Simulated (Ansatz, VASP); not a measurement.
## One calculation of BeTe, two programs

The input POSCAR:

```
BeTe
1.0
    3.8635963374      0.0000000000      0.0000000000
   -1.9317981687      3.3459725782      0.0000000000
    0.0000000000      0.0000000000      6.0034039923
Be Te
2 2
Direct
    0.0000000000      0.0000000000      0.0000000000
    0.0000000000      0.0000000000      0.5000000000
    0.3333333333      0.6666666667      0.2500000000
    0.6666666667      0.3333333333      0.7500000000
```

File INCAR.step1:

```
SYSTEM = BeTe
PREC = Accurate
ENCUT = 520
EDIFF = 1E-5
ISMEAR = -1
SIGMA = 0.001
LREAL = .False.
LASPH = .True.
NELM = 100
ALGO = Normal
ISIF = 2
LWAVE = .True.
NBANDS = 16
GGA = PE
```

File INCAR.step2:

```
SYSTEM = BeTe
PREC = Accurate
ENCUT = 520
EDIFF = 1E-6
ISMEAR = -1
SIGMA = 0.001
LREAL = .False.
LASPH = .True.
NELM = 100
ALGO = Normal
ISIF = 2
LWAVE = .False.
LCHARG = .True.
GGA = PE
LHFCALC = .True.
HFSCREEN = 0.2079
PRECFOCK = Normal
LELF = .True.
LVHAR = .True.
NBANDS = 16
ISTART = 1
```

The input KPOINTS:

```
Automatic mesh
0
Gamma
  6 6 2
  0 0 0
```

Input for Ansatz:

```yaml
crystal:
  lattice:
    - [3.8635963374, 0.0, 0.0]
    - [-1.9317981687, 3.3459725782, 0.0]
    - [0.0, 0.0, 6.0034039923]
  atoms:
    - { symbol: Be, position: [0.0, 0.0, 0.0] }
    - { symbol: Be, position: [0.0, 0.0, 0.5] }
    - { symbol: Te, position: [0.3333333333, 0.6666666667, 0.25] }
    - { symbol: Te, position: [0.6666666667, 0.3333333333, 0.75] }
kpoints:
  mp_grid: { grid: [6, 6, 2] }
hamiltonian:
  xc: hse06
scf:
  occupations: { method: fermi_dirac, width: 0.001 }
  n_extra_bands: 5
output:
  forces: true
  stress: true
  eigenvalues: true
```

Alike in both runs: task single point; functional HSE06; k mesh 6 × 6 × 2; occupations fermi-dirac, width 0.001 eV; no spin polarisation.

|  | VASP | Ansatz |
| --- | --- | --- |
| version | VASP 6.6.1 | Ansatz 0.2.0 |
| potentials or method | VASP PAW PBE potentials, release 64 (Be, Te) | plane waves |
| plane-wave cutoff (eV) | 520 | 420 |
| valence electrons in the cell | 16 | 36 |

|  | VASP | Ansatz | Ansatz less VASP |
| --- | --- | --- | --- |
| pressure (GPa) | -1.3 | -1.1 | +0.27 |
| traceless stress, the component that is largest in VASP (GPa) | 0.10 | 0.19 | +0.092 |

With one functional, cell and mesh, what is left measures potentials, basis and numerics. VASP's potentials hold 16 valence electrons a cell and Ansatz's 36, so a difference there can come from the potentials and not from the codes. Ansatz's warnings: filled band counts differ across k points, stress exchange threshold loose, stress scf threshold loose.

The k mesh is coarse, so the values compare programs but aren't converged. Neither program's run includes spin-orbit coupling.
